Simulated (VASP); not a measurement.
Wanted: the native input for a VASP 6.6.1 run.

```yaml
Task: relaxation of the atoms
Functional: PBEsol
Potentials_or_basis: VASP PAW PBE potentials, release 64 (Cl)
Cutoff: 520 eV
k_mesh: 1 × 1 × 1
Occupations: fermi-dirac, width 0.05 eV
Spin: no spin polarisation
Dipole_correction: no
Further_INCAR_settings: ALGO = Normal; EDIFF = 1e-06; IBRION = 2; EDIFFG = -0.3; NSW = 35
```

The structure of Cl lies in POSCAR:

```
Cl
1.0
    7.3986360000      0.0000000000      0.0000000000
    0.0000000000      7.3986360000      0.0000000000
    0.0000000000      0.0000000000      7.3986360000
Cl
12
Direct
    0.0312636000      0.2791091000      0.1344050000
    0.2160002000      0.4419712000      0.0180971000
    0.7960246000      0.9911875000      0.7783672000
    0.9843669000      0.8137574000      0.8633669000
    0.6433922000      0.1074648000      0.2291570000
    0.4307027000     -0.0243470000      0.1216024000
    0.9184911000      0.6963300000      0.4125859000
    0.7509588000      0.6726082000      0.1991628000
    0.3487754000      0.4781207000      0.5649393000
    0.3774898000      0.7464762000      0.6015450000
    0.5324820000      0.2470578000      0.8970944000
    0.7547006000      0.3758843000      0.8065306000
```

These files were run (other wordings do the same):

INCAR

```
PREC = Accurate
ENCUT = 520
EDIFF = 1E-6
ISMEAR = -1
SIGMA = 0.05
LREAL = False
LASPH = True
NELM = 100
ALGO = Normal
ISIF = 2
LWAVE = False
LCHARG = False
GGA = PS
IBRION = 2
NSW = 35
EDIFFG = -0.3
```

KPOINTS

```
regular mesh
0
Gamma
  1 1 1
```

Potentials or basis: VASP PAW PBE potentials, release 64 (Cl).

Command:

```bash
$ cat potpaw_PBE.64/Cl/POTCAR > POTCAR
$ mpirun -np 1 vasp_gam > vasp.out
```

It gave:

```
Energy gained by relaxing    : 122.3 meV/atom
Ionic steps                  : 28
Pressure after relaxing      : 0.7 GPa
Largest force after relaxing : 0.229 eV/Å
```

Caveat: the k points lie up to 0.85 Å⁻¹ apart; the PAW data sets were made with another functional, which shifts forces and pressure a little; the relaxation stopped at a loose force limit of 0.3 eV/Å, so its end isn't a converged minimum.

Run time: 7.1 min on 1 thread of Intel(R) Xeon(R) 6975P-C (Granite Rapids) (shared host), peak memory 0.4 GiB.
